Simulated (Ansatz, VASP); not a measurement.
One calculation of Si, two programs

```xyz
2
Lattice="0.0000 2.7219 2.7219 2.7219 0.0000 2.7219 2.7219 2.7219 0.0000" Properties=species:S:1:pos:R:3 pbc="T T T"
Si    2.7219    2.7219    2.7219
Si    4.0828    4.0828    4.0828
```

Alike in both runs: task relaxation of cell and atoms; functional RPBE; dispersion D4; k mesh 8 × 8 × 8; occupations fermi-dirac, width 0.05 eV; no spin polarisation.

|  | VASP | Ansatz |
| --- | --- | --- |
| version | VASP 6.6.1 | Ansatz 0.2.0 |
| potentials or method | VASP PAW PBE potentials, release 64 (Si), cutoff 600 eV | all-electron LAPW, scalar-relativistic |

```csv
,VASP,Ansatz,Ansatz less VASP
relaxed volume (Å³/atom),19.49,19.53,+0.034
relaxed cell length with the largest relative difference (Å),3.806,3.808,+0.0022
```

VASP's potentials were made for PBE, not for RPBE. Ansatz ran all-electron here, and VASP with PAW potentials.
